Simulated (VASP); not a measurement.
# SiC (Imm2) in VASP: notebook, part 2 of 2

VASP 6.6.1. The steps go on from the part before.

**3. Single point, PBE (strain +0.0375 x Voigt [0, 0, 0, 1, 0, 0])**

File INCAR:

```
PREC = Accurate
ENCUT = 520
EDIFF = 1E-7
ISMEAR = 0
SIGMA = 0.05
LREAL = F
LASPH = T
NELM = 100
ALGO = Normal
ISIF = 2
LWAVE = F
LCHARG = F
GGA = PE
NBANDS = 11
```

File KPOINTS:

```
Automatic mesh
0
Gamma
  10 10 10
```

File POSCAR:

```
SiC
1.0
    0.0000000000      2.2309240444      2.2309240444
    2.1898640927      0.0410599517      2.1898640927
    2.1898640927      2.1898640927      0.0410599517
Si C
1 1
Direct
    0.0000000000      0.0000000000      0.0000000000
    0.7500000000      0.7500000000      0.7500000000
```

Potentials or basis: VASP PAW PBE potentials, release 64 (Si, C).

Launch:

```sh
cat potpaw_PBE.64/Si/POTCAR potpaw_PBE.64/C/POTCAR > POTCAR
mpirun -np 1 vasp_std > vasp.out
```

OUTCAR:

```text
PREC = Accurate
   ENCUT = 520
   EDIFF = 1E-7
   ISMEAR = 0
   LREAL = F
   LASPH = T
   NELM = 100
   ISIF = 2
   GGA = PE

 ion  position               nearest neighbor table
   1  0.000  0.000  0.000-   2 1.87   2 1.87   2 1.92   2 1.92
   2  0.750  0.750  0.750-   1 1.87   1 1.87   1 1.92   1 1.92

  LATTYP: Found a body centered orthorhombic cell.
 ALAT       =     3.0388679591
 B/A-ratio  =     1.0382165605
 C/A-ratio  =     1.4412367514

  Lattice vectors:

 A1 = (  -2.1898640927,   2.1898640927,   0.0410599517)
 A2 = (  -2.1898640927,  -2.1898640927,  -0.0410599517)
 A3 = (   2.1898640927,   0.0410599517,   2.1898640927)

Analysis of symmetry for initial positions (statically):
=====================================================================
 Subroutine PRICEL returns:
 Original cell was already a primitive cell.

 Routine SETGRP: Setting up the symmetry group for a
 body centered orthorhombic supercell.

 Subroutine GETGRP returns: Found  4 space group operations
 (whereof  4 operations were pure point group operations)
 out of a pool of  8 trial point group operations.

The static configuration has the point symmetry C_2v.

Analysis of symmetry for dynamics (positions and initial velocities):
=====================================================================
 Subroutine PRICEL returns:
 Original cell was already a primitive cell.

 Routine SETGRP: Setting up the symmetry group for a
 body centered orthorhombic supercell.

 Subroutine GETGRP returns: Found  4 space group operations
 (whereof  4 operations were pure point group operations)
 out of a pool of  8 trial point group operations.

The dynamic configuration has the point symmetry C_2v.

 Subroutine INISYM returns: Found  4 space group operations
 (whereof  4 operations are pure point group operations),
 and found     1 'primitive' translations

----------------------------------------------------------------------------------------

                                     Primitive cell

  volume of cell :      20.9956

  direct lattice vectors                    reciprocal lattice vectors
     0.000000000  2.230924044  2.230924044    -0.228324672  0.224122377  0.224122377
     2.189864093  0.041059952  2.189864093     0.228324672 -0.232687563  0.232687563
     2.189864093  2.189864093  0.041059952     0.228324672  0.232687563 -0.232687563

  length of vectors
     3.155003040  3.097207679  3.097207679     0.390632609  0.400523607  0.400523607

  position of ions in fractional coordinates (direct lattice)
     0.000000000  0.000000000  0.000000000
     0.750000000  0.750000000  0.750000000

  ion indices of the primitive-cell ions
   primitive index   ion index
                 1           1
                 2           2

----------------------------------------------------------------------------------------

 KPOINTS: Automatic mesh

Automatic generation of k-mesh.
 Grid dimensions read from file:
 generate k-points for:   10   10   10

 Generating k-lattice:

  Cartesian coordinates                     Fractional coordinates (reciprocal lattice)
    -0.022832467  0.022412238  0.022412238     0.100000000  0.000000000  0.000000000
     0.022832467 -0.023268756  0.023268756     0.000000000  0.100000000  0.000000000
     0.022832467  0.023268756 -0.023268756     0.000000000  0.000000000  0.100000000

  Length of vectors
     0.039063261  0.040052361  0.040052361

  Shift w.r.t. Gamma in fractional coordinates (k-lattice)
     0.000000000  0.000000000  0.000000000

 Subroutine IBZKPT returns following result:
 ===========================================

 Found    171 irreducible k-points:

 Following reciprocal coordinates:
            Coordinates               Weight
  0.000000  0.000000  0.000000      1.000000
  0.100000  0.000000  0.000000      4.000000
  0.200000  0.000000  0.000000      4.000000
  0.300000  0.000000  0.000000      4.000000
  0.400000 -0.000000 -0.000000      4.000000
  0.500000 -0.000000 -0.000000      2.000000
[... 16 lines left out ...]
 -0.400000  0.200000  0.000000      8.000000
 -0.300000  0.200000  0.000000      8.000000
 [... further k-points ...]
   k-points           NKPTS =    171   k-points in BZ     NKDIM =    171   number of bands    NBANDS=     11
   number of dos      NEDOS =    301   number of ions     NIONS =      2
   total plane-waves  NPLWV =  13824
   dimension x,y,z NGX =    24 NGY =   24 NGZ =   24
   dimension x,y,z NGXF=    48 NGYF=   48 NGZF=   48
   ions per type =               1   1
   NGX,Y,Z   is equivalent  to a cutoff of  12.65, 12.88, 12.88 a.u.
   NGXF,Y,Z  is equivalent  to a cutoff of  25.29, 25.76, 25.76 a.u.
 SYSTEM =  unknown system
   PREC   = accura    normal or accurate (medium, high low for compatibility)
   ISTART =      0    job   : 0-new  1-cont  2-samecut
   ICHARG =      2    charge: 1-file 2-atom 10-const
   ISPIN  =      1    spin polarized calculation?
   LNONCOLLINEAR =      F non collinear calculations
   LSORBIT =      F    spin-orbit coupling
   LASPH  =      T    aspherical Exc in radial PAW
   ENCUT  =  520.0 eV  38.22 Ry    6.18 a.u.   5.87  5.76  5.76*2*pi/ulx,y,z
   NELM   =    100;   NELMIN=  2; NELMDL= -5     # of ELM steps
   EDIFF  = 0.1E-06   stopping-criterion for ELM
   LREAL  =      F    real-space projection
   EDIFFG = 0.1E-05   stopping-criterion for IOM
   NSW    =      0    number of steps for IOM
   IBRION =     -1    ionic relax: 0-MD 1-quasi-New 2-CG
   NFREE  =      0    steps in history (QN), initial steepest desc. (CG)
   ISIF   =      2    stress and relaxation
   ISYM   =      2    0-nonsym 1-usesym 2-fastsym
   POTIM  = 0.5000    time-step for ionic-motion
   TEBEG  =    0.0;   TEEND  =   0.0 temperature during run
   PSTRESS=    0.0 pullay stress
   NELECT =       8.0000    total number of electrons
   NUPDOWN=      -1.0000    fix difference up-down
   EMIN   =  10.00;   EMAX   =-10.00  energy-range for DOS
   EFERMI =   0.00;   METHOD = LEGACY
   ISMEAR =     0;   SIGMA  =   0.05  broadening in eV -4-tet -1-fermi 0-gaus
   EFERMI_NEDOS =   21; number of points for ismear=-14 and -15
   IALGO  =     38    algorithm
   IMIX   =      4    mixing-type and parameters
     AMIX     =   0.40;   BMIX     =  1.00
     AMIX_MAG =   1.60;   BMIX_MAG =  1.00
  volume/ion in A,a.u.               =      10.50        70.84
  Fermi-wavevector in a.u.,A,eV,Ry     =   1.186848  2.242818 19.165289  1.408609
  Thomas-Fermi vector in A             =   2.323012
   LORBIT       =      0    0 simple, 1 ext, 2 COOP (PROOUT), +10 PAW based schemes
   GGA     = PE    functional components
   LHFCALC =     F    Hartree Fock is set to
   AEXX    =    0.0000 exact exchange contribution
   IVDW    =     0    specifies the selected vdW correction
   LEPSILON=     F    determine dielectric tensor
   LRPA    =     F    only Hartree local field effects (RPA)
 non-spin polarized calculation
 Gauss-broadening in eV      SIGMA  =   0.05
  energy-cutoff  :      520.00
  volume of cell :       21.00
 maximum number of plane-waves:       576
   NGX = 11   NGY = 11   NGZ = 11

 number of electron       8.0000001 magnetization

 Free energy of the ion-electron system (eV)
  ---------------------------------------------------
  ext. energy  EPLUGINS =         0.00000000
  ---------------------------------------------------
  free energy    TOTEN  =       -15.03648299 eV

  energy without entropy =      -15.03648299  energy(sigma->0) =      -15.03648299

 E-fermi :   8.3121     XC(G=0): -11.2923

 val. band max:        8.0525041520   @ k =   0.0000   0.0000   0.0000
 cond. band min:       9.2617796160   @ k =   0.0000   0.5000   0.5000
 fundamental gap:      1.2092754640
 Fermi energy:         8.3120588314

 k-point     1 :       0.0000    0.0000    0.0000
  band No.  band energies     occupation
      1      -7.3483      2.00000
      2       7.8434      2.00000
      3       7.9309      2.00000
      4       8.0525      2.00000
      5      13.7545      0.00000
      6      14.7343      0.00000
      7      15.4164      0.00000
      8      15.5855      0.00000
      9      22.3629      0.00000
     10      22.3907      0.00000
     11      24.1938      0.00000
[... 309 lines left out ...]
 k-point    24 :      -0.3000    0.2000    0.0000
  band No.  band energies     occupation
      1      -4.3582      2.00000
      2       1.4890      2.00000
      3       4.2835      2.00000
      4       6.8092      2.00000
      5      13.5383      0.00000
      6      16.1143      0.00000
      7      16.7554      0.00000
      8      17.9955      0.00000
      9      20.5237      0.00000
     10      23.3162      0.00000
     11      26.9793      0.00000

 [... further k-points ...]
[... 5 lines left out ...]
  --------------------------------------------------------------------------------------
  -------------------------------------------------------------------------------------
  Total        0.0183619      0.0581739      0.0581739      0.0000000     -1.2992482      0.0000000
  in kB        1.4011946      4.4392552      4.4392552      0.0000000    -99.1457091      0.0000000
  external PRESSURE =       3.4265683 kB  Pullay stress =       0.0000000 kB

 VOLUME and BASIS-vectors are now :
 -----------------------------------------------------------------------------
  energy-cutoff  :      520.00
  volume of cell :       21.00
      direct lattice vectors                 reciprocal lattice vectors
     0.000000000  2.230924044  2.230924044    -0.228324672  0.224122377  0.224122377
     2.189864093  0.041059952  2.189864093     0.228324672 -0.232687563  0.232687563
     2.189864093  2.189864093  0.041059952     0.228324672  0.232687563 -0.232687563

 POSITION                                       TOTAL-FORCE (eV/Angst)
 -----------------------------------------------------------------------------------
      0.00000      0.00000      0.00000        -0.284669     -0.000000     -0.000000
      3.28480      3.34639      3.34639         0.284669      0.000000      0.000000
 -----------------------------------------------------------------------------------
    total drift:                                0.000289     -0.000000     -0.000000

  FREE ENERGIE OF THE ION-ELECTRON SYSTEM (eV)
  ---------------------------------------------------
  free  energy   TOTEN  =       -15.0364829929 eV

  energy  without entropy=      -15.0364829929  energy(sigma->0) =      -15.03648299
```

OSZICAR:

```text
N       E                     dE             d eps       ncg     rms          rms(c)
DAV:   1     0.345744290662E+01    0.34574E+01   -0.39488E+03  3896   0.612E+02
DAV:   2    -0.162290179227E+02   -0.19686E+02   -0.18801E+02  4747   0.109E+02
DAV:   3    -0.168578116013E+02   -0.62879E+00   -0.62726E+00  4646   0.161E+01
DAV:   4    -0.168603169777E+02   -0.25054E-02   -0.25052E-02  4361   0.128E+00
DAV:   5    -0.168603281952E+02   -0.11218E-04   -0.11218E-04  4635   0.805E-02    0.868E+00
DAV:   6    -0.150898011842E+02    0.17705E+01   -0.64935E+00  4236   0.113E+01    0.383E+00
DAV:   7    -0.150439883453E+02    0.45813E-01   -0.36973E-01  4536   0.349E+00    0.176E+00
DAV:   8    -0.150362650976E+02    0.77232E-02   -0.20674E-02  4293   0.954E-01    0.174E-01
DAV:   9    -0.150363690696E+02   -0.10397E-03   -0.17573E-03  4693   0.241E-01    0.112E-01
DAV:  10    -0.150364780283E+02   -0.10896E-03   -0.24827E-04  4221   0.964E-02    0.282E-02
DAV:  11    -0.150364827140E+02   -0.46857E-05   -0.40775E-05  4533   0.344E-02    0.798E-03
DAV:  12    -0.150364828951E+02   -0.18116E-06   -0.18730E-06  4392   0.858E-03    0.135E-03
DAV:  13    -0.150364829929E+02   -0.97820E-07   -0.17255E-07  4346   0.281E-03
   1 F= -.15036483E+02 E0= -.15036483E+02  d E =-.558811E-16
```

stdout:

```text
POSCAR found type information on POSCAR SiC
 POSCAR found :  2 types and       2 ions
 scaLAPACK will be used
 LDA part: xc-table for (Slater+PW92), standard interpolation
 POSCAR, INCAR and KPOINTS ok, starting setup
 FFT: planning ... GRIDC
 FFT: planning ... GRID_SOFT
 FFT: planning ... GRID
 WAVECAR not read
 entering main loop
```

Wall time 15 s (1 thread of Intel Xeon Platinum 8488C (Sapphire Rapids), shared host); peak memory 0.13 GiB.

Results:

```yaml
Free_energy: -15.0365 eV
Pressure: 0.3 GPa
Largest_force: 0.285 eV/Å
Band_gap_on_the_k_mesh: 1.21 eV, indirect (least direct gap 4.18 eV)
```

Forces in eV/Å, atoms in the order of the input:
```
Si  -0.285  0.000  0.000
C    0.285  0.000  0.000
```

Caveat: the cell differs from its parent crystal (strain +0.0375 x Voigt [0, 0, 0, 1, 0, 0]).
